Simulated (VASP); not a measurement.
# Be (P6_3/mmc) in VASP: a series of runs

Be is run at these levels: r2SCAN; tasks: single point, relaxation of cell and atoms.

Everything below comes from runs of VASP 6.6.1. Logs are shortened: lines on timing, memory, paths and dates and some standing lists are left out, and cuts for length are marked.

**1. The cell of the first run**

Symmetry: P6_3/mmc, No. 194, hexagonal system. Conventional cell: a = 2.262 Å, b = 2.262 Å, c = 3.569 Å, α = 90.00°, β = 90.00°, γ = 120.00°. Within 2.9 Å of Be (site symmetry -6m2) lie 12 Be at 2.21 to 2.26 Å.

**2. Single point, r2SCAN**

POSCAR

```
Be
1.0
    2.2617343386      0.0000000000      0.0000000000
   -1.1308671693      1.9587193938      0.0000000000
    0.0000000000      0.0000000000      3.5692732900
Be
2
Direct
    0.3333333333      0.6666666667      0.2500000000
    0.6666666667      0.3333333333      0.7500000000
```

INCAR.step1

```
SYSTEM = Be
ALGO     = Normal         ! electronic algorithm
EDIFF    = 1E-4           ! SCF threshold, eV
ENCUT    = 520            ! plane-wave cutoff, eV
GGA      = PE             ! functional
ISMEAR   = 0              ! smearing method
LASPH    = .True.         ! aspherical terms in the spheres
LCHARG   = .False.        ! write CHGCAR
LREAL    = .False.        ! projectors in reciprocal space
LWAVE    = .True.         ! write WAVECAR
NBANDS   = 9              ! bands
NELM     = 60             ! most SCF steps
PREC     = Accurate       ! precision mode
SIGMA    = 0.1            ! smearing width, eV
```

INCAR.step2

```
SYSTEM = Be
ALGO     = Normal         ! electronic algorithm
EDIFF    = 1E-6           ! SCF threshold, eV
ENCUT    = 520            ! plane-wave cutoff, eV
ISIF     = 2              ! what is computed and relaxed
ISMEAR   = 0              ! smearing method
ISTART   = 1            
LASPH    = .True.         ! aspherical terms in the spheres
LCHARG   = .False.        ! write CHGCAR
LMIXTAU  = .True.       
LREAL    = .False.        ! projectors in reciprocal space
LWAVE    = .False.        ! write WAVECAR
METAGGA  = R2SCAN         ! meta-GGA
NBANDS   = 9              ! bands
NELM     = 60             ! most SCF steps
PREC     = Accurate       ! precision mode
SIGMA    = 0.1            ! smearing width, eV
```

KPOINTS

```
k-points
0
Gamma
  21 21 12
  0 0 0
```

Potentials or basis: VASP PAW PBE potentials, release 64 (Be).

Launch:

```
> cat potpaw_PBE.64/Be/POTCAR > POTCAR
> cp INCAR.step1 INCAR
> mpirun -np 1 vasp_std > vasp.out
> cp INCAR.step2 INCAR
> mpirun -np 1 vasp_std > vasp.out
```

OUTCAR:

```text
SYSTEM = Be
   EDIFF = 1E-6
   ENCUT = 520
   ISIF = 2
   ISMEAR = 0
   ISTART = 1
   LASPH = .True.
   LREAL = .False.
   METAGGA = R2SCAN
   NELM = 60
   PREC = Accurate

 ion  position               nearest neighbor table
   1  0.333  0.667  0.250-   2 2.21   2 2.21   2 2.21   2 2.21   2 2.21   2 2.21
   2  0.667  0.333  0.750-   1 2.21   1 2.21   1 2.21   1 2.21   1 2.21   1 2.21

  LATTYP: Found a hexagonal cell.
 ALAT       =     2.2617343386
 C/A-ratio  =     1.5781134102

  Lattice vectors:

 A1 = (   2.2617343386,   0.0000000000,   0.0000000000)
 A2 = (  -1.1308671693,   1.9587193938,   0.0000000000)
 A3 = (   0.0000000000,   0.0000000000,   3.5692732900)

Analysis of symmetry for initial positions (statically):
=====================================================================
 Subroutine PRICEL returns:
 Original cell was already a primitive cell.

 Routine SETGRP: Setting up the symmetry group for a
 hexagonal supercell.

 Subroutine GETGRP returns: Found 24 space group operations
 (whereof 12 operations were pure point group operations)
 out of a pool of 24 trial point group operations.

The static configuration has the point symmetry D_3d.
 The point group associated with its full space group is D_6h.

Analysis of symmetry for dynamics (positions and initial velocities):
=====================================================================
 Subroutine PRICEL returns:
 Original cell was already a primitive cell.

 Routine SETGRP: Setting up the symmetry group for a
 hexagonal supercell.

 Subroutine GETGRP returns: Found 24 space group operations
 (whereof 12 operations were pure point group operations)
 out of a pool of 24 trial point group operations.

The dynamic configuration has the point symmetry D_3d.
 The point group associated with its full space group is D_6h.

 Subroutine INISYM returns: Found 24 space group operations
 (whereof 12 operations are pure point group operations),
 and found     1 'primitive' translations

----------------------------------------------------------------------------------------

                                     Primitive cell

  volume of cell :      15.8122

  direct lattice vectors                    reciprocal lattice vectors
     2.261734339  0.000000000  0.000000000     0.442138576  0.255268826  0.000000000
    -1.130867169  1.958719394  0.000000000     0.000000000  0.510537652  0.000000000
     0.000000000  0.000000000  3.569273290     0.000000000  0.000000000  0.280169076

[... 89 lines left out ...]
   ISIF   =      2    stress and relaxation
   ISYM   =      2    0-nonsym 1-usesym 2-fastsym
   POTIM  = 0.5000    time-step for ionic-motion
   TEBEG  =    0.0;   TEEND  =   0.0 temperature during run
   PSTRESS=    0.0 pullay stress
   NELECT =       4.0000    total number of electrons
   NUPDOWN=      -1.0000    fix difference up-down
   EMIN   =  10.00;   EMAX   =-10.00  energy-range for DOS
   EFERMI =   0.00;   METHOD = LEGACY
   ISMEAR =     0;   SIGMA  =   0.10  broadening in eV -4-tet -1-fermi 0-gaus
   EFERMI_NEDOS =   21; number of points for ismear=-14 and -15
   IALGO  =     38    algorithm
   IMIX   =      4    mixing-type and parameters
     AMIX     =   0.40;   BMIX     =  1.00
     AMIX_MAG =   1.60;   BMIX_MAG =  1.00
  volume/ion in A,a.u.               =       7.91        53.35
  Fermi-wavevector in a.u.,A,eV,Ry     =   1.035373  1.956572 14.585416  1.071998
  Thomas-Fermi vector in A             =   2.169713
   LORBIT       =      0    0 simple, 1 ext, 2 COOP (PROOUT), +10 PAW based schemes
   METAGGA = R2SCAN    functional components
   LHFCALC =     F    Hartree Fock is set to
   AEXX    =    0.0000 exact exchange contribution
   IVDW    =     0    specifies the selected vdW correction
   LEPSILON=     F    determine dielectric tensor
   LRPA    =     F    only Hartree local field effects (RPA)
 non-spin polarized calculation
 Gauss-broadening in eV      SIGMA  =   0.10
  energy-cutoff  :      520.00
  volume of cell :       15.81
 maximum number of plane-waves:       446
 NGX is ok and might be reduce to    18
   NGX =  9   NGY =  9   NGZ = 13

 number of electron       4.0000000 magnetization

 Free energy of the ion-electron system (eV)
  ---------------------------------------------------
  ext. energy  EPLUGINS =         0.00000000
  ---------------------------------------------------
  free energy    TOTEN  =        -8.67745958 eV

  energy without entropy =       -8.67594036  energy(sigma->0) =       -8.67669997

 E-fermi :   7.1728     XC(G=0): -11.2607

 val. band max:        7.1600689625   @ k =   0.3333   0.2857   0.3333
 cond. band min:       7.1834318029   @ k =   0.3333   0.0476   0.0000
 fundamental gap:      0.0233628404
 Fermi energy:         7.1728391601

 k-point     1 :       0.0000    0.0000    0.0000
  band No.  band energies     occupation
      1      -5.1116      2.00000
      2       2.3537      2.00000
      3       8.1500      0.00000
      4      24.5122      0.00000
      5      24.5122      0.00000
      6      27.5332      0.00000
      7      27.5332      0.00000
      8      29.7593      0.00000
      9      35.6288      0.00000
[... 265 lines left out ...]
 k-point    24 :       0.1905    0.0952    0.0000
  band No.  band energies     occupation
      1      -3.1326      2.00000
      2       4.8924      2.00000
      3       8.5772      0.00000
      4      15.8960      0.00000
      5      18.4288      0.00000
      6      24.6047      0.00000
      7      25.4516      0.00000
      8      26.6381      0.00000
      9      30.2056      0.00000

 [... further k-points ...]

------------------------ aborting loop because EDIFF is reached ----------------------------------------

  FORCE on cell =-STRESS in cart. coord.  units (eV):
  Direction    XX          YY          ZZ          XY          YZ          ZX
  --------------------------------------------------------------------------------------
  -------------------------------------------------------------------------------------
  Total        0.0150712      0.0150712      0.0242986      0.0000000      0.0000000      0.0000000
  in kB        1.5270869      1.5270869      2.4620584      0.0000000      0.0000000      0.0000000
  external PRESSURE =       1.8387441 kB  Pullay stress =       0.0000000 kB

 VOLUME and BASIS-vectors are now :
 -----------------------------------------------------------------------------
  energy-cutoff  :      520.00
  volume of cell :       15.81
      direct lattice vectors                 reciprocal lattice vectors
     2.261734339  0.000000000  0.000000000     0.442138576  0.255268826  0.000000000
    -1.130867169  1.958719394  0.000000000     0.000000000  0.510537652  0.000000000
     0.000000000  0.000000000  3.569273290     0.000000000  0.000000000  0.280169076

 POSITION                                       TOTAL-FORCE (eV/Angst)
 -----------------------------------------------------------------------------------
     -0.00000      1.30581      0.89232        -0.000000      0.000000      0.000000
      1.13087      0.65291      2.67695         0.000000     -0.000000      0.000000
 -----------------------------------------------------------------------------------
    total drift:                                0.000000     -0.000000      0.000000

  FREE ENERGIE OF THE ION-ELECTRON SYSTEM (eV)
  ---------------------------------------------------
  free  energy   TOTEN  =        -8.6774595784 eV

  energy  without entropy=       -8.6759403597  energy(sigma->0) =       -8.67669997
```

OUTCAR.step1:

```text
SYSTEM = Be
   EDIFF = 1E-4
   ENCUT = 520
   GGA = PE
   ISMEAR = 0
   LASPH = .True.
   LREAL = .False.
[... 512 lines left out ...]
     -0.00000      1.30581      0.89232         0.000000      0.000000      0.000000
      1.13087      0.65291      2.67695        -0.000000      0.000000      0.000000
 -----------------------------------------------------------------------------------
    total drift:                                0.000000     -0.000000      0.000000

  FREE ENERGIE OF THE ION-ELECTRON SYSTEM (eV)
  ---------------------------------------------------
  free  energy   TOTEN  =        -7.5305346062 eV

  energy  without entropy=       -7.5290077195  energy(sigma->0) =       -7.52977116
```

OSZICAR.step1:

```text
N       E                     dE             d eps       ncg     rms          rms(c)
DAV:   1    -0.286913357554E+01   -0.28691E+01   -0.17883E+03  6120   0.365E+02
DAV:   2    -0.754492343711E+01   -0.46758E+01   -0.45766E+01  9024   0.538E+01
DAV:   3    -0.759494503257E+01   -0.50022E-01   -0.49695E-01  6968   0.372E+00
DAV:   4    -0.759501240545E+01   -0.67373E-04   -0.67369E-04  7387   0.143E-01
DAV:   5    -0.759501244027E+01   -0.34821E-07   -0.35346E-07  6678   0.315E-03    0.121E+00
DAV:   6    -0.754893433776E+01    0.46078E-01   -0.59763E-03  6515   0.774E-01    0.744E-01
DAV:   7    -0.753055648294E+01    0.18378E-01   -0.64845E-03  6609   0.805E-01    0.276E-02
DAV:   8    -0.753053460619E+01    0.21877E-04   -0.14366E-05  5830   0.317E-02
   1 F= -.75305346E+01 E0= -.75297712E+01  d E =-.152689E-02
```

Wall time 3.8 min (1 thread of Oxide Virtual Turin-like, shared host); peak memory 0.12 GiB.

Results:

| Property | Result |
| --- | --- |
| Free energy | -8.6775 eV |
| Pressure | 0.2 GPa |
| Band gap on the k mesh | zero (bands 2 and 3 overlap by 2.22 eV) |

Caveat: the PAW data sets were made with another functional, which shifts forces and pressure a little.

**3. Relaxation of cell and atoms, r2SCAN**

POSCAR

```
Be
1.0
    2.2626981586      0.0000000000      0.0000000000
   -1.1313490793      1.9595540864      0.0000000000
    0.0000000000      0.0000000000      3.5667383307
Be
2
Direct
    0.3333333333      0.6666666667      0.2500000000
    0.6666666667      0.3333333333      0.7500000000
```

Changes to INCAR.step1 since step 2:

```diff
@@ -3,3 +3,3 @@
 EDIFF    = 1E-4           ! SCF threshold, eV
-ENCUT    = 520            ! plane-wave cutoff, eV
+ENCUT    = 600            ! plane-wave cutoff, eV
 GGA      = PE             ! functional
@@ -10,4 +10,3 @@
 LWAVE    = .True.         ! write WAVECAR
-NBANDS   = 9              ! bands
-NELM     = 60             ! most SCF steps
+NELM     = 100            ! most SCF steps
 PREC     = Accurate       ! precision mode
```

INCAR.step2

```
SYSTEM = Be
ALGO     = Normal         ! electronic algorithm
EDIFF    = 1E-6           ! SCF threshold, eV
EDIFFG   = -0.005         ! ionic threshold
ENCUT    = 600            ! plane-wave cutoff, eV
IBRION   = 2              ! ionic algorithm
ISIF     = 3              ! what is computed and relaxed
ISMEAR   = 0              ! smearing method
ISTART   = 1            
LASPH    = .True.         ! aspherical terms in the spheres
LCHARG   = .False.        ! write CHGCAR
LMIXTAU  = .True.       
LREAL    = .False.        ! projectors in reciprocal space
LWAVE    = .False.        ! write WAVECAR
METAGGA  = R2SCAN         ! meta-GGA
NELM     = 100            ! most SCF steps
NSW      = 70             ! ionic steps
PREC     = Accurate       ! precision mode
SIGMA    = 0.1            ! smearing width, eV
```

KPOINTS is that of step 2.

Potentials or basis: VASP PAW PBE potentials, release 64 (Be).

Launch:

```
> cat potpaw_PBE.64/Be/POTCAR > POTCAR
> cp INCAR.step1 INCAR
> mpirun -np 1 vasp_std > vasp.out
> cp INCAR.step2 INCAR
> mpirun -np 1 vasp_std > vasp.out
```

Run time: 3.6 min. Hardware: 1 thread of Oxide Virtual Turin-like, shared host; peak memory 0.12 GiB.

The run converged. Its results:

* Free energy: -8.6775 eV
* Relaxed volume: 7.92 Å³/atom
* Relaxed cell: a = 2.263 Å, b = 2.263 Å, c = 3.571 Å, α = 90.00°, β = 90.00°, γ = 120.00°
* Space group after relaxing (to 0.1 Å): P6_3/mmc (No. 194)
* Energy gained by relaxing: 0.0 meV/atom
* Ionic steps: 2
* Pressure after relaxing: 0.0 GPa
* Band gap on the k mesh: zero (bands 2 and 3 overlap by 2.21 eV)

Final structure:
```
Be
1.0
     2.26271    0.00000    0.00000
    -1.13136    1.95957    0.00000
     0.00000    0.00000    3.57129
Be
2
Direct
  0.33333 0.66667 0.25000
  0.66667 0.33333 0.75000
```

Levels at points of the mesh, in eV from the Fermi level:
```csv
k point,band 1,band 2,band 3,band 4,band 5,band 6
"(0.00, 0.00, 0.00)",-12.28,-4.82,0.97,17.32,17.32,20.34
"(0.00, 0.00, 0.50)",-9.95,-9.95,11.28,11.28,19.11,19.11
```

Caveat: the PAW data sets were made with another functional, which shifts forces and pressure a little.

The gap in the log of VASP goes by the Fermi energy; the results here count the filled bands.